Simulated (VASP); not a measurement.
**CS2: single point with LDA**

Crystal: CS2.

```
S C
1.0
     3.64579   -2.99431    0.00000
     3.64579    2.99431    0.00000
     0.00000    0.00000    9.85126
S C
4 2
Direct
  0.18152 0.81848 0.88687
  0.31848 0.68152 0.38687
  0.68152 0.31848 0.61313
  0.81848 0.18152 0.11313
  0.50000 0.50000 0.50000
  0.00000 0.00000 0.00000
```

```
Program             : VASP 6.6.1
Task                : single point
Functional          : LDA
Potentials or basis : VASP PAW LDA potentials, release 64 (S, C_h)
Cutoff              : 1300 eV
k mesh              : 6 × 6 × 4
Occupations         : gaussian, width 0.01 eV
Spin                : no spin polarisation
```

- Pressure: -1.6 GPa
- Largest force: 0.509 eV/Å
- Band gap on the k mesh: 3.34 eV

Forces on the atoms (eV/Å):
```
S    0.000  0.356  0.363
S    0.000 -0.356  0.363
S    0.000  0.356 -0.363
S    0.000 -0.356 -0.363
C    0.000  0.000  0.000
C    0.000  0.000  0.000
```

Stress tensor (GPa, compression positive):
```
-0.79  0.00  0.00
 0.00 -1.97  0.00
 0.00  0.00 -2.02
```

Levels at points of the mesh, in eV from the valence-band top:
| k point | band 14 | band 15 | band 16 | band 17 | band 18 | band 19 |
| --- | --- | --- | --- | --- | --- | --- |
| (0.00, 0.00, 0.00) | -0.39 | -0.35 | -0.20 | 3.41 | 3.50 | 3.73 |
| (0.50, 0.00, 0.00) | -0.32 | -0.15 | -0.15 | 3.49 | 3.49 | 3.64 |
| (0.50, 0.50, 0.00) | -0.51 | -0.28 | 0.00 | 3.34 | 3.40 | 4.07 |
| (0.00, 0.00, 0.50) | -0.44 | -0.28 | -0.28 | 3.57 | 3.57 | 3.68 |
| (0.50, 0.00, 0.50) | -0.37 | -0.11 | -0.11 | 3.43 | 3.43 | 3.72 |
| (0.50, 0.50, 0.50) | -0.45 | -0.26 | -0.26 | 3.70 | 3.70 | 3.76 |

It took 14 min on 1 thread of Intel(R) Xeon(R) Platinum 8488C (Sapphire Rapids) (shared host), peak memory 0.97 GiB.

A k mesh can miss the band edges.
